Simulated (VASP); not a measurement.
# Sr32HO32 (a cell with a defect) in VASP: single point with PBEsol

Aim: the single point of Sr32HO32 (a cell with a defect) with PBEsol.

Program: VASP 6.6.1. These are calculated values, not measurements. Logs are shortened: lines on timing, memory, paths and dates and some standing lists are left out, and cuts for length are marked.

### 1 The cell of the first run

The cell holds a defect, 65 atoms: a = 10.245 Å, b = 10.245 Å, c = 10.245 Å, α = 90.00°, β = 90.00°, γ = 90.00°.

### 2 Single point, PBEsol, collinear spin

INCAR reads:

```
PREC     = Accurate       # precision mode
ENCUT    = 520            # plane-wave cutoff, eV
EDIFF    = 1E-6           # SCF threshold, eV
ISMEAR   = -1             # smearing method
SIGMA    = 0.05           # smearing width, eV
LREAL    = Auto         
LASPH    = True           # aspherical terms in the spheres
NELM     = 200            # most SCF steps
ALGO     = Normal         # electronic algorithm
ISIF     = 2              # what is computed and relaxed
LWAVE    = False          # write WAVECAR
LCHARG   = True           # write CHGCAR
ISPIN    = 2              # spin polarisation
MAGMOM   = 0 0 0 0.083 0 0 0 0.083 0 0 0 0 0 0.083 0 0.083 0 0 0 0 0 0 0.083 0.083 0.083 0 0 0 0 0 0 0 0 0 0 0 0 0 0 0 0.083 0 0 0 0 0 0 0 0 0.083 0 0 0 0 0 0 0 0 0 0.083 0 0 0 0.083 0.083 # initial moments
LORBIT   = 11             # projections on sites
GGA      = PS             # functional
LELF     = True           # ELF
LVHAR    = True         
NBANDS   = 298            # bands
ISYM     = -1           
GGA_COMPAT= False        
KPAR     = 1
```

KPOINTS reads:

```
explicit points
1
Reciprocal
  0.25000000   0.25000000   0.25000000 1
```

POSCAR reads:

```
Sr32HO32
1.0
   10.2454930000      0.0000000000      0.0000000000
    0.0000000000     10.2454930000      0.0000000000
    0.0000000000      0.0000000000     10.2454930000
O Sr H
32 32 1
Direct
    0.2462730000      0.9964610000      0.9961560000
    0.2457950000      0.9967460000      0.4961150000
    0.2458010000      0.4964220000      0.9964350000
    0.2459690000      0.4961850000      0.4958830000
    0.7462860000      0.9968630000      0.9965540000
    0.7463490000      0.9964510000      0.4960190000
    0.7463530000      0.4963280000      0.9961380000
    0.7501730000      0.4923430000      0.4920400000
    0.9963330000      0.2464040000      0.9961560000
    0.9966130000      0.2459270000      0.4961140000
    0.9967320000      0.7464170000      0.9965590000
    0.9962950000      0.7464800000      0.4960210000
    0.4962920000      0.2459360000      0.9964310000
    0.4960500000      0.2460930000      0.4958800000
    0.4961870000      0.7464880000      0.9961260000
    0.4921870000      0.7502970000      0.4920220000
    0.9963290000      0.9964600000      0.2461040000
    0.9967390000      0.9968650000      0.7461150000
    0.9966050000      0.4964180000      0.2456250000
    0.9963060000      0.4963290000      0.7461710000
    0.4962880000      0.9967430000      0.2456260000
    0.4961970000      0.9964460000      0.7461750000
    0.4960410000      0.4961810000      0.2457770000
    0.4922060000      0.4923390000      0.7499770000
    0.2461980000      0.2463300000      0.2460310000
    0.2458270000      0.2459420000      0.7460430000
    0.2458150000      0.7463470000      0.2456380000
    0.2462310000      0.7464740000      0.7461680000
    0.7462100000      0.2459620000      0.2456600000
    0.7463610000      0.2463540000      0.7461890000
    0.7463510000      0.7464920000      0.2460440000
    0.7503040000      0.7504290000      0.7501190000
    0.9962570000      0.9963890000      0.9960890000
    0.9964850000      0.9966280000      0.4961370000
    0.9964920000      0.4964330000      0.9963210000
    0.9967480000      0.4962040000      0.4959030000
    0.4962990000      0.9966260000      0.9963160000
    0.4960770000      0.9968820000      0.4959000000
    0.4960820000      0.4962080000      0.9965500000
    0.2462770000      0.2463970000      0.9960300000
    0.2457720000      0.2458980000      0.4960590000
    0.2459930000      0.7464200000      0.9963460000
    0.2456750000      0.7465550000      0.4958690000
    0.7463010000      0.2461330000      0.9963520000
    0.7464260000      0.2458280000      0.4958790000
    0.7464790000      0.7466190000      0.9966130000
    0.7482410000      0.7483860000      0.4940840000
    0.2462720000      0.9963320000      0.2460930000
    0.2460020000      0.9966510000      0.7461120000
    0.2457700000      0.4963590000      0.2455960000
    0.2456870000      0.4961810000      0.7462430000
    0.7462950000      0.9966630000      0.2458220000
    0.7464830000      0.9969280000      0.7463090000
    0.7464110000      0.4961850000      0.2455220000
    0.7482560000      0.4943970000      0.7480810000
    0.9961960000      0.2463980000      0.2460930000
    0.9965270000      0.2461240000      0.7461190000
    0.9965150000      0.7464190000      0.2458150000
    0.9968040000      0.7466130000      0.7463030000
    0.4962180000      0.2459060000      0.2455940000
    0.4960590000      0.2458260000      0.7462490000
    0.4960440000      0.7465570000      0.2455110000
    0.4942680000      0.7483830000      0.7480630000
    0.4935580000      0.4936940000      0.4933830000
    0.6203090000      0.6204150000      0.6201120000
```

Potentials or basis: VASP PAW PBE potentials, release 64 (O, Sr_sv, H).

Run with:

```bash
$ cat potpaw_PBE.64/O/POTCAR potpaw_PBE.64/Sr_sv/POTCAR potpaw_PBE.64/H/POTCAR > POTCAR
$ mpirun -np 4 vasp_std > vasp.out
```

OUTCAR:

```text
PREC = Accurate
   ENCUT = 520
   EDIFF = 1E-6
   ISMEAR = -1
   LREAL = Auto
   LASPH = True
   NELM = 200
   ISIF = 2
   ISPIN = 2
   LORBIT = 11
   GGA = PS
   ISYM = -1

 ion  position               nearest neighbor table
   1  0.246  0.996  0.996-  40 2.56  48 2.56  33 2.56  37 2.56  42 2.56  49 2.56
   2  0.246  0.997  0.496-  41 2.55  34 2.55  49 2.56  48 2.56  43 2.56  38 2.56
   3  0.246  0.496  0.996-  50 2.55  35 2.55  42 2.56  40 2.56  51 2.56  39 2.56
   4  0.246  0.496  0.496-  64 2.54  36 2.55  41 2.56  50 2.56  51 2.57  43 2.57
   5  0.746  0.997  0.997-  52 2.55  44 2.55  33 2.56  37 2.56  46 2.56  53 2.56
   6  0.746  0.996  0.496-  47 2.54  45 2.55  34 2.56  52 2.56  38 2.56  53 2.56
[... 75 lines left out ...]
                            51 3.62  53 3.62  41 3.62  34 3.62  40 3.62  33 3.62  36 3.62  45 3.62
  58  0.997  0.746  0.246-  11 2.55  27 2.55  19 2.56  17 2.56  31 2.56  12 2.56  47 3.60  42 3.61
                            43 3.62  46 3.62  50 3.62  35 3.62  48 3.62  33 3.62  36 3.62  54 3.62
  59  0.997  0.747  0.746-  32 2.53  28 2.56  18 2.56  11 2.56  12 2.56  20 2.56  42 3.62  49 3.62
                            43 3.62  51 3.62  33 3.62  34 3.62  35 3.62  46 3.63  53 3.63  55 3.63
  60  0.496  0.246  0.246-  21 2.55  13 2.55  29 2.56  25 2.56  23 2.56  14 2.56  64 3.59  37 3.61
                            52 3.62  44 3.62  38 3.62  39 3.62  40 3.62  48 3.62  54 3.63  45 3.63
  61  0.496  0.246  0.746-  24 2.53  22 2.56  13 2.56  26 2.56  30 2.56  14 2.57  49 3.62  37 3.62
                            38 3.62  53 3.62  40 3.62  44 3.62  41 3.63  39 3.63  51 3.63  45 3.63
  62  0.496  0.747  0.246-  16 2.53  15 2.56  21 2.56  27 2.56  31 2.56  23 2.57  42 3.62  37 3.62
                            39 3.62  46 3.62  48 3.62  52 3.62  50 3.63  38 3.63  43 3.63  54 3.63
  63  0.494  0.748  0.748-  65 2.26  28 2.54  15 2.54  22 2.54  32 2.62  16 2.62  24 2.62  37 3.60
                            49 3.60  42 3.60  38 3.63  39 3.63  53 3.63  46 3.63  51 3.63  43 3.63
  64  0.494  0.494  0.493-  65 2.25   4 2.54  14 2.54  23 2.54  24 2.63  16 2.63   8 2.63  50 3.59
                            60 3.59  41 3.59  54 3.63  51 3.63  45 3.63  61 3.63  62 3.63  43 3.63
  65  0.620  0.620  0.620-  64 2.25  47 2.26  55 2.26  63 2.26

IMPORTANT INFORMATION: All symmetrisations will be switched off!
NOSYMM: (Re-)initialisation of all symmetry stuff for point group C_1.

----------------------------------------------------------------------------------------

                                     Primitive cell

  volume of cell :    1075.4707

  direct lattice vectors                    reciprocal lattice vectors
    10.245493000  0.000000000  0.000000000     0.097603893  0.000000000  0.000000000
     0.000000000 10.245493000  0.000000000     0.000000000  0.097603893  0.000000000
     0.000000000  0.000000000 10.245493000     0.000000000  0.000000000  0.097603893

  length of vectors
    10.245493000 10.245493000 10.245493000     0.097603893  0.097603893  0.097603893

  position of ions in fractional coordinates (direct lattice)
     0.246273000  0.996461000  0.996156000
     0.245795000  0.996746000  0.496115000
     0.245801000  0.496422000  0.996435000
     0.245969000  0.496185000  0.495883000
[... 216 lines left out ...]
 k-point     1 :       0.2500    0.2500    0.2500
  band No.  band energies     occupation
      1     -30.6187      1.00000
      2     -30.5703      1.00000
      3     -30.5702      1.00000
      4     -30.5670      1.00000
      5     -30.5329      1.00000
      6     -30.5329      1.00000
[... 260 lines left out ...]
    267       6.6514      0.00000
    268       6.6550      0.00000
 Fermi energy:         2.7240172849

 spin component 2

 k-point     1 :       0.2500    0.2500    0.2500
  band No.  band energies     occupation
      1     -30.6180      1.00000
      2     -30.5698      1.00000
      3     -30.5697      1.00000
      4     -30.5660      1.00000
      5     -30.5323      1.00000
      6     -30.5322      1.00000
[... 260 lines left out ...]
    267       6.6528      0.00000
    268       6.6606      0.00000
 [bands above 268 left out]

------------------------ aborting loop because EDIFF is reached ----------------------------------------

  FORCE on cell =-STRESS in cart. coord.  units (eV):
  Direction    XX          YY          ZZ          XY          YZ          ZX
  --------------------------------------------------------------------------------------
  -------------------------------------------------------------------------------------
  Total        6.5319443      6.5387683      6.5089062     -0.1228490     -0.1209123     -0.1242670
  in kB        9.7309327      9.7410987      9.6966118     -0.1830137     -0.1801286     -0.1851261
  external PRESSURE =       9.7228811 kB  Pullay stress =       0.0000000 kB

 VOLUME and BASIS-vectors are now :
 -----------------------------------------------------------------------------
  energy-cutoff  :      520.00
  volume of cell :     1075.47
      direct lattice vectors                 reciprocal lattice vectors
    10.245493000  0.000000000  0.000000000     0.097603893  0.000000000  0.000000000
     0.000000000 10.245493000  0.000000000     0.000000000  0.097603893  0.000000000
     0.000000000  0.000000000 10.245493000     0.000000000  0.000000000  0.097603893

 POSITION                                       TOTAL-FORCE (eV/Angst)
 -----------------------------------------------------------------------------------
      2.52319     10.20923     10.20611         0.000643     -0.000907     -0.002466
      2.51829     10.21215      5.08294         0.002730     -0.000144      0.000872
      2.51835      5.08609     10.20897         0.001770      0.002234     -0.000519
      2.52007      5.08366      5.08057         0.001318      0.001412      0.002212
      7.64607     10.21335     10.21019        -0.000586     -0.001257     -0.003011
      7.64671     10.20913      5.08196        -0.001010      0.003527      0.000410
[... 57 lines left out ...]
      5.05675      5.05814      5.05495         0.027656      0.027593      0.028878
      6.35537      6.35646      6.35335         0.009839      0.009808      0.010455
 -----------------------------------------------------------------------------------
    total drift:                                0.036453      0.052140      0.019479

  FREE ENERGIE OF THE ION-ELECTRON SYSTEM (eV)
  ---------------------------------------------------
  free  energy   TOTEN  =      -405.4532667135 eV

  energy  without entropy=     -405.4531435295  energy(sigma->0) =     -405.45320512

 total charge

# of ion       s       p       d       tot
------------------------------------------
    1        1.548   3.405   0.000   4.954
    2        1.548   3.406   0.000   4.954
    3        1.548   3.406   0.000   4.954
    4        1.548   3.407   0.000   4.955
    5        1.548   3.406   0.000   4.954
    6        1.548   3.407   0.000   4.955
[... 57 lines left out ...]
   64        2.016   5.784   0.275   8.076
   65        0.485   0.006   0.000   0.491
--------------------------------------------------
tot        114.583 294.042   8.591 417.216

 magnetization (x)

# of ion       s       p       d       tot
------------------------------------------
    1       -0.000   0.000   0.000   0.000
    2        0.000   0.000   0.000   0.000
    3        0.000   0.000   0.000   0.000
    4        0.000   0.001   0.000   0.001
    5        0.000   0.001   0.000   0.001
    6        0.000   0.001   0.000   0.001
[... 57 lines left out ...]
   64       -0.000   0.001   0.008   0.009
   65        0.225   0.000   0.000   0.226
--------------------------------------------------
tot          0.237   0.396   0.044   0.676
```

Wall time 10 min (4 MPI ranks of AMD EPYC 7R13 (Zen 3), shared host); peak memory 0.58 GiB.

What came out:

| Quantity | Value |
| --- | --- |
| Free energy | -405.4533 eV |
| Pressure | 1.0 GPa |
| Largest force | 0.049 eV/Å |
| Band gap on the k mesh | 0.90 eV |
| Net moment | 1.00 μB per cell |
| Site moments | O +0.00, +0.09 (each value once); Sr -0.00, +0.00, +0.01 (each value once); H +0.23 μB |
| Valence electrons inside the program's atomic spheres | O 4.95, 4.96, 4.94 (each value once); Sr 8.07, 8.08 (each value once); H 0.49 |

Forces on the atoms (eV/Å):
```
O    0.001 -0.001 -0.002
O    0.003  0.000  0.001
O    0.002  0.002 -0.001
O    0.001  0.001  0.002
O   -0.001 -0.001 -0.003
O   -0.001  0.004  0.000
O    0.000  0.001  0.002
O   -0.022  0.013  0.014
O   -0.002  0.002 -0.002
O    0.001  0.003  0.000
O   -0.003  0.001 -0.003
O    0.003  0.001  0.000
O    0.001  0.002  0.000
O    0.002  0.002  0.003
O    0.001  0.000  0.002
O    0.014 -0.021  0.014
O   -0.002 -0.001  0.000
O   -0.003 -0.002  0.000
O    0.000  0.002  0.001
O    0.004  0.002 -0.001
O    0.001  0.000  0.003
O    0.001  0.004 -0.001
O    0.003  0.003  0.002
O    0.014  0.013 -0.020
O    0.002  0.002  0.001
O    0.005  0.004  0.001
O    0.003  0.002  0.003
O   -0.003  0.002  0.000
O    0.002  0.004  0.003
O    0.002 -0.001  0.000
O    0.000  0.002 -0.003
O   -0.019 -0.019 -0.018
Sr   0.002  0.001  0.002
Sr   0.001  0.000 -0.005
Sr   0.001 -0.004  0.001
Sr   0.004 -0.003 -0.003
Sr  -0.004  0.000  0.001
Sr  -0.004  0.004 -0.003
Sr  -0.004 -0.003  0.005
Sr  -0.003 -0.003  0.001
Sr   0.000  0.000 -0.005
Sr   0.000  0.000 -0.001
Sr  -0.006  0.000  0.000
Sr  -0.001 -0.001 -0.001
Sr  -0.001 -0.007  0.000
Sr  -0.001 -0.002  0.006
Sr  -0.019 -0.019  0.017
Sr  -0.003  0.001 -0.002
Sr  -0.001 -0.002  0.001
Sr   0.000 -0.006  0.001
Sr  -0.006 -0.001  0.001
Sr   0.000 -0.002  0.000
Sr  -0.001  0.005 -0.001
Sr   0.001 -0.001 -0.007
Sr  -0.019  0.016 -0.019
Sr   0.002 -0.003 -0.002
Sr  -0.002 -0.001  0.001
Sr  -0.001  0.000  0.000
Sr   0.004 -0.002 -0.001
Sr  -0.005  0.000  0.001
Sr  -0.001 -0.007  0.000
Sr  -0.001  0.000 -0.007
Sr   0.016 -0.020 -0.019
Sr   0.028  0.028  0.029
H    0.010  0.010  0.010
```

Caveat: the PAW data sets were made with another functional, which shifts forces and pressure a little.
